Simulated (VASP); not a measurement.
# PbSe (Cm) in VASP: single point with PBEsol

Aim: the single point of PbSe with PBEsol.

Everything below comes from runs of VASP 6.6.1. Logs are shortened: lines on timing, memory, paths and dates and some standing lists are left out, and cuts for length are marked.

**1. The cell of the first run**

It takes space group Cm (No. 8, monoclinic). The conventional cell has a = 6.312 Å, b = 6.410 Å, c = 12.223 Å, α = 90.00°, β = 103.91°, γ = 90.00°. Pb (site symmetry m) has 5 Se at 2.71 to 3.21 Å within 3.6 Å. Pb (site symmetry m) has 5 Se at 2.69 to 3.60 Å within 3.6 Å. Within 3.6 Å of Se (site symmetry m) lie 5 Pb at 2.69 to 3.21 Å. Se (site symmetry m) has 5 Pb at 2.71 to 3.60 Å within 3.6 Å.

**2. Single point, PBEsol (strained and its atoms moved)**

Input file INCAR:

```
SYSTEM = PbSe
PREC = Accurate
ENCUT = 520
EDIFF = 1E-6
ISMEAR = 0
SIGMA = 0.02
LREAL = .FALSE.
LASPH = .TRUE.
NELM = 80
ALGO = Normal
ISIF = 2
LWAVE = .FALSE.
LCHARG = .FALSE.
GGA = PS
NBANDS = 28
```

Input file KPOINTS:

```
Automatic mesh
0
G
  6 6 6
  0 0 0
```

Input file POSCAR:

```
PbSe
1.0
    0.0000000000     11.8950190999      3.2659361416
    3.2048979608      0.0286290487      3.1560088228
    3.2048979608     11.8663900512      0.1099273188
Pb Se
2 2
Direct
    0.1854452822      0.7982002777      0.2017997223
    0.8282502911      0.2159967278      0.7840032722
    0.6930143710      0.3072398288      0.6927601712
    0.2592910557      0.6445641658      0.3554358342
```

Potentials or basis: VASP PAW PBE potentials, release 64 (Pb_d, Se).

Launch:

```console
$ cat potpaw_PBE.64/Pb_d/POTCAR potpaw_PBE.64/Se/POTCAR > POTCAR
$ mpirun -np 1 vasp_std > vasp.out
```

OUTCAR:

```text
SYSTEM = PbSe
   PREC = Accurate
   ENCUT = 520
   EDIFF = 1E-6
   ISMEAR = 0
   LREAL = .FALSE.
   LASPH = .TRUE.
   NELM = 80
   ISIF = 2
   GGA = PS

 ion  position               nearest neighbor table
   1  0.185  0.798  0.202-   4 2.71   3 3.10   3 3.21   3 3.21   3 3.21   2 3.95
   2  0.828  0.216  0.784-   3 2.69   4 2.71   4 3.24   4 3.24   1 3.95
   3  0.693  0.307  0.693-   2 2.69   1 3.10   1 3.21   1 3.21   1 3.21
   4  0.259  0.645  0.355-   1 2.71   2 2.71   2 3.24   2 3.24

  LATTYP: Found a base centered monoclinic cell.
 ALAT       =     6.3122773425
 B/A-ratio  =     1.0154490327
 C/A-ratio  =     1.9364464959
 COS(beta)  =    -0.2404061036

  Lattice vectors:

 A1 = (  -3.2048979608,   0.0286290487,   3.1560088228)
 A2 = (   3.2048979608,   0.0286290487,   3.1560088228)
 A3 = (  -0.0000000000,  11.8377610025,  -3.0460815040)

Analysis of symmetry for initial positions (statically):
=====================================================================
 Subroutine PRICEL returns:
 Original cell was already a primitive cell.

 Routine SETGRP: Setting up the symmetry group for a
 base centered monoclinic supercell.

 Subroutine GETGRP returns: Found  2 space group operations
 (whereof  2 operations were pure point group operations)
 out of a pool of  4 trial point group operations.

The static configuration has the point symmetry C_1h.

Analysis of symmetry for dynamics (positions and initial velocities):
=====================================================================
 Subroutine PRICEL returns:
 Original cell was already a primitive cell.

 Routine SETGRP: Setting up the symmetry group for a
 base centered monoclinic supercell.

 Subroutine GETGRP returns: Found  2 space group operations
 (whereof  2 operations were pure point group operations)
 out of a pool of  4 trial point group operations.

The dynamic configuration has the point symmetry C_1h.

 Subroutine INISYM returns: Found  2 space group operations
 (whereof  2 operations are pure point group operations),
 and found     1 'primitive' translations

----------------------------------------------------------------------------------------

                                     Primitive cell

  volume of cell :     240.0295

  direct lattice vectors                    reciprocal lattice vectors
     0.000000000 11.895019100  3.265936142    -0.156011207  0.040671594  0.158059004
     3.204897961  0.028629049  3.156008823     0.156011207 -0.043607116  0.158823520
     3.204897961 11.866390051  0.109927319     0.156011207  0.043607116 -0.158823520

  length of vectors
    12.335226721  4.498064278 12.292057102     0.225779370  0.226861164  0.226861164

  position of ions in fractional coordinates (direct lattice)
     0.185445282  0.798200278  0.201799722
     0.828250291  0.215996728  0.784003272
     0.693014371  0.307239829  0.692760171
     0.259291056  0.644564166  0.355435834

  ion indices of the primitive-cell ions
   primitive index   ion index
                 1           1
                 2           2
                 3           3
                 4           4

----------------------------------------------------------------------------------------

 KPOINTS: Automatic mesh

Automatic generation of k-mesh.
 Grid dimensions read from file:
 generate k-points for:    6    6    6

 Generating k-lattice:

  Cartesian coordinates                     Fractional coordinates (reciprocal lattice)
    -0.026001868  0.006778599  0.026343167     0.166666667  0.000000000 -0.000000000
     0.026001868 -0.007267853  0.026470587    -0.000000000  0.166666667 -0.000000000
     0.026001868  0.007267853 -0.026470587     0.000000000  0.000000000  0.166666667

  Length of vectors
     0.037629895  0.037810194  0.037810194

  Shift w.r.t. Gamma in fractional coordinates (k-lattice)
     0.000000000  0.000000000  0.000000000

 Subroutine IBZKPT returns following result:
 ===========================================

 Found     68 irreducible k-points:

 Following reciprocal coordinates:
            Coordinates               Weight
  0.000000  0.000000  0.000000      1.000000
  0.166667  0.000000 -0.000000      4.000000
  0.333333 -0.000000 -0.000000      4.000000
  0.500000  0.000000  0.000000      2.000000
  0.000000  0.166667  0.000000      4.000000
  0.166667  0.166667  0.000000      2.000000
[... 16 lines left out ...]
  0.500000  0.000000  0.166667      4.000000
 -0.333333  0.000000  0.166667      4.000000
 [... further k-points ...]
   k-points           NKPTS =     68   k-points in BZ     NKDIM =     68   number of bands    NBANDS=     28
   number of dos      NEDOS =    301   number of ions     NIONS =      4
   total plane-waves  NPLWV = 331776
   dimension x,y,z NGX =    96 NGY =   36 NGZ =   96
   dimension x,y,z NGXF=   192 NGYF=   72 NGZF=  192
   ions per type =               2   2
   NGX,Y,Z   is equivalent  to a cutoff of  12.94, 13.31, 12.98 a.u.
   NGXF,Y,Z  is equivalent  to a cutoff of  25.88, 26.61, 25.97 a.u.
 SYSTEM =  PbSe
   PREC   = accura    normal or accurate (medium, high low for compatibility)
   ISTART =      0    job   : 0-new  1-cont  2-samecut
   ICHARG =      2    charge: 1-file 2-atom 10-const
   ISPIN  =      1    spin polarized calculation?
   LNONCOLLINEAR =      F non collinear calculations
   LSORBIT =      F    spin-orbit coupling
   LASPH  =      T    aspherical Exc in radial PAW
   ENCUT  =  520.0 eV  38.22 Ry    6.18 a.u.  22.94  8.36 22.86*2*pi/ulx,y,z
   NELM   =     80;   NELMIN=  2; NELMDL= -5     # of ELM steps
   EDIFF  = 0.1E-05   stopping-criterion for ELM
   LREAL  =      F    real-space projection
[... 7 lines left out ...]
   TEBEG  =    0.0;   TEEND  =   0.0 temperature during run
   PSTRESS=    0.0 pullay stress
   NELECT =      40.0000    total number of electrons
   NUPDOWN=      -1.0000    fix difference up-down
   EMIN   =  10.00;   EMAX   =-10.00  energy-range for DOS
   EFERMI =   0.00;   METHOD = LEGACY
   ISMEAR =     0;   SIGMA  =   0.02  broadening in eV -4-tet -1-fermi 0-gaus
   EFERMI_NEDOS =   21; number of points for ismear=-14 and -15
   IALGO  =     38    algorithm
   IMIX   =      4    mixing-type and parameters
     AMIX     =   0.40;   BMIX     =  1.00
     AMIX_MAG =   1.60;   BMIX_MAG =  1.00
  volume/ion in A,a.u.               =      60.01       404.95
  Fermi-wavevector in a.u.,A,eV,Ry     =   0.900893  1.702441 11.042605  0.811609
  Thomas-Fermi vector in A             =   2.023907
   LORBIT       =      0    0 simple, 1 ext, 2 COOP (PROOUT), +10 PAW based schemes
   GGA     = PS    functional components
   LHFCALC =     F    Hartree Fock is set to
   AEXX    =    0.0000 exact exchange contribution
   IVDW    =     0    specifies the selected vdW correction
   LEPSILON=     F    determine dielectric tensor
   LRPA    =     F    only Hartree local field effects (RPA)
 non-spin polarized calculation
 Gauss-broadening in eV      SIGMA  =   0.02
  energy-cutoff  :      520.00
  volume of cell :      240.03
 maximum number of plane-waves:      6491
 NGX is ok and might be reduce to    96
   NGX = 45   NGY = 17   NGZ = 45

 number of electron      40.0000005 magnetization

 Free energy of the ion-electron system (eV)
  ---------------------------------------------------
  ext. energy  EPLUGINS =         0.00000000
  ---------------------------------------------------
  free energy    TOTEN  =       -17.11211553 eV

  energy without entropy =      -17.11211553  energy(sigma->0) =      -17.11211553

 E-fermi :  -0.4925     XC(G=0):  -5.5029

 val. band max:       -0.6220840487   @ k =   0.3333   0.1667   0.0000
 cond. band min:       0.9817517249   @ k =   0.0000   0.5000  -0.0000
 fundamental gap:      1.6038357736
 Fermi energy:        -0.4925064484

 k-point     1 :       0.0000    0.0000    0.0000
  band No.  band energies     occupation
      1     -16.8383      2.00000
      2     -16.7620      2.00000
      3     -16.7443      2.00000
      4     -16.7182      2.00000
      5     -16.7153      2.00000
      6     -16.6461      2.00000
[... 20 lines left out ...]
     27       4.8883      0.00000
     28       5.4387      0.00000

 k-point     2 :       0.1667    0.0000   -0.0000
  band No.  band energies     occupation
      1     -16.8306      2.00000
      2     -16.7579      2.00000
      3     -16.7481      2.00000
      4     -16.7191      2.00000
      5     -16.7162      2.00000
      6     -16.6465      2.00000
[... 20 lines left out ...]
     27       4.8783      0.00000
     28       5.2907      0.00000

 k-point     3 :       0.3333   -0.0000   -0.0000
  band No.  band energies     occupation
      1     -16.8153      2.00000
      2     -16.7559      2.00000
      3     -16.7490      2.00000
      4     -16.7209      2.00000
      5     -16.7181      2.00000
      6     -16.6490      2.00000
[... 20 lines left out ...]
     27       4.7846      0.00000
     28       6.2976      0.00000

 k-point     4 :       0.5000    0.0000    0.0000
  band No.  band energies     occupation
      1     -16.8078      2.00000
      2     -16.7597      2.00000
      3     -16.7446      2.00000
      4     -16.7217      2.00000
      5     -16.7190      2.00000
      6     -16.6511      2.00000
[... 20 lines left out ...]
     27       5.4495      0.00000
     28       5.8654      0.00000

 k-point     5 :       0.0000    0.1667    0.0000
  band No.  band energies     occupation
      1     -16.8306      2.00000
      2     -16.7579      2.00000
      3     -16.7481      2.00000
      4     -16.7191      2.00000
      5     -16.7162      2.00000
      6     -16.6465      2.00000
[... 20 lines left out ...]
     27       4.8555      0.00000
     28       5.2883      0.00000

 k-point     6 :       0.1667    0.1667    0.0000
  band No.  band energies     occupation
      1     -16.8248      2.00000
      2     -16.7539      2.00000
      3     -16.7527      2.00000
      4     -16.7198      2.00000
      5     -16.7175      2.00000
      6     -16.6464      2.00000
[... 463 lines left out ...]
      5     -16.7153      2.00000
      6     -16.6461      2.00000
[... 20 lines left out ...]
     27       4.8827      0.00000
     28       5.4382      0.00000

 k-point    22 :       0.3333    0.0000    0.1667
  band No.  band energies     occupation
      1     -16.8306      2.00000
      2     -16.7579      2.00000
      3     -16.7481      2.00000
      4     -16.7191      2.00000
      5     -16.7162      2.00000
      6     -16.6465      2.00000
[... 20 lines left out ...]
     27       4.8974      0.00000
     28       5.2899      0.00000

 k-point    23 :       0.5000    0.0000    0.1667
  band No.  band energies     occupation
      1     -16.8154      2.00000
      2     -16.7559      2.00000
      3     -16.7490      2.00000
      4     -16.7209      2.00000
      5     -16.7181      2.00000
      6     -16.6490      2.00000
[... 20 lines left out ...]
     27       5.0049      0.00000
     28       6.1127      0.00000

 k-point    24 :      -0.3333    0.0000    0.1667
  band No.  band energies     occupation
      1     -16.8078      2.00000
      2     -16.7597      2.00000
      3     -16.7446      2.00000
      4     -16.7217      2.00000
      5     -16.7190      2.00000
      6     -16.6511      2.00000
[... 20 lines left out ...]
     27       5.4306      0.00000
     28       5.9935      0.00000

 [... further k-points ...]
[... 5 lines left out ...]
  --------------------------------------------------------------------------------------
  -------------------------------------------------------------------------------------
  Total       -3.2577103      2.3010887      0.1314641      0.0000000      0.3580573      0.0000000
  in kB      -21.7449550     15.3595821      0.8775120      0.0000000      2.3900035      0.0000000
  external PRESSURE =      -1.8359536 kB  Pullay stress =       0.0000000 kB

 VOLUME and BASIS-vectors are now :
 -----------------------------------------------------------------------------
  energy-cutoff  :      520.00
  volume of cell :      240.03
      direct lattice vectors                 reciprocal lattice vectors
     0.000000000 11.895019100  3.265936142    -0.156011207  0.040671594  0.158059004
     3.204897961  0.028629049  3.156008823     0.156011207 -0.043607116  0.158823520
     3.204897961 11.866390051  0.109927319     0.156011207  0.043607116 -0.158823520

 POSITION                                       TOTAL-FORCE (eV/Angst)
 -----------------------------------------------------------------------------------
      3.20490      4.62336      3.14696         0.000000     -0.334852      0.119805
      3.20490     19.16153      3.47288         0.000000      0.492383     -0.778665
      3.20490     16.47278      3.30915         0.000000     -0.530144     -0.241764
      3.20490      7.32047      2.92015         0.000000      0.372612      0.900623
 -----------------------------------------------------------------------------------
    total drift:                               -0.000001      0.000139     -0.000124

  FREE ENERGIE OF THE ION-ELECTRON SYSTEM (eV)
  ---------------------------------------------------
  free  energy   TOTEN  =       -17.1121155282 eV

  energy  without entropy=      -17.1121155282  energy(sigma->0) =      -17.11211553
```

It took 12 min on 1 thread of Intel Xeon 6975P-C (Granite Rapids), shared host; peak memory 0.9 GiB.

What came out:

- Free energy: -17.1121 eV
- Pressure: -0.2 GPa
- Largest force: 0.975 eV/Å
- Band gap on the k mesh: 1.60 eV (least direct gap 1.68 eV)

Forces in eV/Å, atoms in the order of the input:
```
Pb   0.000 -0.335  0.120
Pb   0.000  0.492 -0.779
Se   0.000 -0.530 -0.242
Se   0.000  0.373  0.901
```

Caveat: the cell differs from its parent crystal (strained and its atoms moved); the PAW data sets were made with another functional, which shifts forces and pressure a little; spin-orbit coupling is left out, which moves the levels of the heavy elements. A k mesh can miss the band edges.
